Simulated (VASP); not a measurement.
## MgI2: single point with PBE

Crystal: MgI2.

```xyz
3
Lattice="4.4744 0.0000 0.0000 -2.2372 3.8750 0.0000 0.0000 0.0000 5.9135" Properties=species:S:1:pos:R:3 pbc="T T T"
Mg    0.0000    0.0000    0.0000
I     0.0000    2.5833    4.4802
I     2.2372    1.2917    1.4333
```

This cell differs from its parent crystal: ratio of the length along z to the lengths across it x 0.8, volume and fractional coordinates fixed.

* Program: VASP 6.6.1
* Task: single point
* Functional: PBE
* Potentials or basis: VASP PAW PBE potentials, release 64 (Mg, I)
* Cutoff: 520 eV
* k mesh: 6 × 6 × 4
* Occupations: gaussian, width 0.05 eV
* Spin: no spin polarisation
* Dipole correction: no
* Further INCAR settings: ALGO = Normal; EDIFF = 1e-06; NBANDS = 15

```yaml
Pressure: 1.1 GPa
Largest_force: 0.352 eV/Å
Band_gap_on_the_k_mesh: 2.26 eV, direct
```

Forces in eV/Å, atoms in the order of the input:
```
Mg   0.000  0.000  0.000
I    0.000  0.000 -0.352
I    0.000  0.000  0.352
```

Stress tensor (GPa, compression positive):
```
-0.55  0.00  0.00
 0.00 -0.55  0.00
 0.00  0.00  4.43
```

Levels at points of the mesh, in eV from the valence-band top:
```tsv
k point	band 4	band 5	band 6	band 7	band 8	band 9	band 10	band 11	band 12	band 13
(0.00, 0.00, 0.00)	-1.90	-1.90	-1.21	-1.21	0.00	2.26	3.38	5.30	5.30	7.14
(0.50, 0.00, 0.00)	-3.08	-2.75	-2.36	-1.45	-1.11	2.57	4.71	5.28	5.96	8.11
(0.00, 0.00, 0.50)	-1.86	-1.66	-1.66	-1.44	-1.44	3.23	3.74	4.83	4.83	6.29
(0.50, 0.00, 0.50)	-3.90	-2.39	-1.68	-1.20	-1.20	2.91	4.56	6.20	6.36	7.29
```

Run time: 55 s on 1 thread of AMD EPYC 7R43 64-Core Processor (Zen 3) (shared host), peak memory 0.2 GiB.

Caveat: spin-orbit coupling is left out, which moves the levels of the heavy elements; this functional lacks dispersion, which binds the layers, so the pressure and a relaxed spacing across them are unreliable. A k mesh can miss the band edges.
